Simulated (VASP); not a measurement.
Write the native input for VASP 6.6.1 that does the following.

```yaml
Task: single point
Functional: RPBE
Dispersion: D4
Potentials_or_basis: VASP PAW PBE potentials, release 64 (Al)
Cutoff: 520 eV
k_mesh: 11 × 11 × 11
Occupations: fermi-dirac, width 0.05 eV
Spin: no spin polarisation
Dipole_correction: no
Further_INCAR_settings: ALGO = Normal; EDIFF = 1e-06; NBANDS = 8
```

The structure of Al lies in POSCAR:

```
Al
1.0
    0.0000000000      1.9974394157      1.9974394157
    1.9974394157      0.0000000000      1.9974394157
    1.9974394157      1.9974394157      0.0000000000
Al
1
Direct
    0.0000000000      0.0000000000      0.0000000000
```

One way to write it, as run:

INCAR

```
SYSTEM = Al
PREC = Accurate
ENCUT = 520
EDIFF = 1E-6
ISMEAR = -1
SIGMA = 0.05
LREAL = .FALSE.
LASPH = .TRUE.
NELM = 60
ALGO = Normal
ISIF = 2
LWAVE = .FALSE.
LCHARG = .FALSE.
GGA = RP
IVDW = 13
NBANDS = 8
```

KPOINTS

```
Automatic mesh
0
G
  11 11 11
  0 0 0
```

Potentials or basis: VASP PAW PBE potentials, release 64 (Al).

Command:

```console
$ cat potpaw_PBE.64/Al/POTCAR > POTCAR
$ mpirun -np 1 vasp_std > vasp.out
```

Results of the run:

```
Pressure                   : -2.1 GPa
Dispersion energy per atom : -0.680 eV
```

Caveat: the PAW data sets were made with another functional, which shifts forces and pressure a little; pairwise dispersion overbinds metals, which lowers pressure and volume.

Run time: 3.7 s on 1 thread of Intel Xeon 6975P-C (shared host), peak memory 0.13 GiB.
